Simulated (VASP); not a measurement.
A run of VASP 6.6.1:

Contents of INCAR:

```
PREC = Accurate ; ENCUT = 520
EDIFF = 1E-6 ; ISMEAR = -1
SIGMA = 0.1 ; LREAL = False
LASPH = True ; NELM = 100
ALGO = Normal ; ISIF = 2
LWAVE = False ; LCHARG = False
GGA = CA ; NBANDS = 18
```

File KPOINTS:

```
Automatic mesh
0
Gamma
  7 7 7
```

File POSCAR:

```
Na2Cl
1.0
    1.8820762624      1.0866173972      6.4805847963
   -1.8820762624      1.0866173972      6.4805847963
    0.0000000000     -2.1732343129      6.4805848771
Na Cl
2 1
Direct
    0.7527490847      0.7527490847      0.7527490847
    0.2472509153      0.2472509153      0.2472509153
    0.0000000000      0.0000000000      0.0000000000
```

Potentials or basis: VASP PAW LDA potentials, release 64 (Na_pv, Cl).

The run is started by

```bash
$ cat potpaw_LDA.64/Na_pv/POTCAR potpaw_LDA.64/Cl/POTCAR > POTCAR
$ mpirun -np 1 vasp_std > vasp.out
```

Hardware: 1 thread of Intel(R) Xeon(R) Platinum 8488C (Sapphire Rapids), with other jobs on the host.

Problem. How long does it take, and how much memory?

Solution. Wall time 2.1 min on 1 thread of Intel(R) Xeon(R) Platinum 8488C (Sapphire Rapids), with other jobs on the host, peak memory 0.31 GiB. Counts: scf iterations 12, k points 44.
